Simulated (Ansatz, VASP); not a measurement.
## BiClO: VASP beside Ansatz

```
Bi Cl O
1.0
     3.88551    0.00000    0.00000
     0.00000    3.88551    0.00000
     0.00000    0.00000    7.34890
Bi Cl O
2 2 2
Direct
  0.50000 0.00000 0.32904
  0.00000 0.50000 0.67096
  0.00000 0.50000 0.14720
  0.50000 0.00000 0.85280
  0.00000 0.00000 0.50000
  0.50000 0.50000 0.50000
```

Alike in both runs: task relaxation of cell and atoms; functional LDA; k mesh 6 × 6 × 4; occupations gaussian, width 0.02 eV; no spin polarisation.

|  | VASP | Ansatz |
| --- | --- | --- |
| version | VASP 6.6.1 | Ansatz 0.2.0 |
| potentials or method | VASP PAW LDA potentials, release 64 (Bi_d, Cl, O), cutoff 600 eV | scalar-relativistic, plane waves, PAW |
| valence electrons in the cell | 56 | 56 |

|  | VASP | Ansatz | Ansatz less VASP |
| --- | --- | --- | --- |
| gap on the k mesh at the Fermi level, each at its own relaxed structure (eV) | 2.57 | 2.59 | +0.012 |
| relaxed volume (Å³/atom) | 17.72 | 17.72 | +0.003 |
| relaxed cell length with the largest relative difference (Å) | 7.155 | 7.169 | +0.0139 |

LDA's correlation is that of Perdew and Zunger in VASP and of Perdew and Wang (1992) in Ansatz.

Spin-orbit coupling is off throughout.
